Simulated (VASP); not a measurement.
PdPt3Se8, 12 atoms in the cell. Symmetry: P-3m1, No. 164, trigonal system. The conventional cell has a = 7.501 Å, b = 7.501 Å, c = 6.282 Å, α = 90.00°, β = 90.00°, γ = 120.00°. Within 3.3 Å of Pd (site symmetry -3m) lie 6 Se at 2.53 Å. Pt (site symmetry 2/m) has 6 Se at 2.53 Å within 3.3 Å. Within 3.4 Å of Se (site symmetry 3m) lie 3 Pt at 2.53 Å and 3 Se at 3.39 Å. Within 3.4 Å of Se (site symmetry m) lie 2 Pt at 2.53 Å and 1 Pd at 2.53 Å and 3 Se at 3.39 to 3.40 Å. 

| Property | Result |
| --- | --- |
| Program | VASP 6.6.1 |
| Task | single point |
| Functional | PBE |
| Potentials or basis | VASP PAW PBE potentials, release 64 (Pd, Pt, Se) |
| Cutoff | 520 eV |
| k mesh | 6 × 6 × 6 |
| Occupations | gaussian, width 0.02 eV |
| Spin | no spin polarisation |
| Dipole correction | no |
| Further INCAR settings | ALGO = Normal; EDIFF = 1e-07; NBANDS = 56 |

Potentials or basis: VASP PAW PBE potentials, release 64 (Pd, Pt, Se).

The run is started by

```console
$ cat potpaw_PBE.64/Pd/POTCAR potpaw_PBE.64/Pt/POTCAR potpaw_PBE.64/Se/POTCAR > POTCAR
$ mpirun -np 1 vasp_std > vasp.out
```

Hardware: 1 thread of Intel Xeon 8259CL, on a shared host.

Problem. How long does it take, and how much memory?

Solution. Run time: 24 min on 1 thread of Intel Xeon 8259CL, with other jobs on the host, peak memory 0.74 GiB. Counts: scf iterations 17, k points 34.
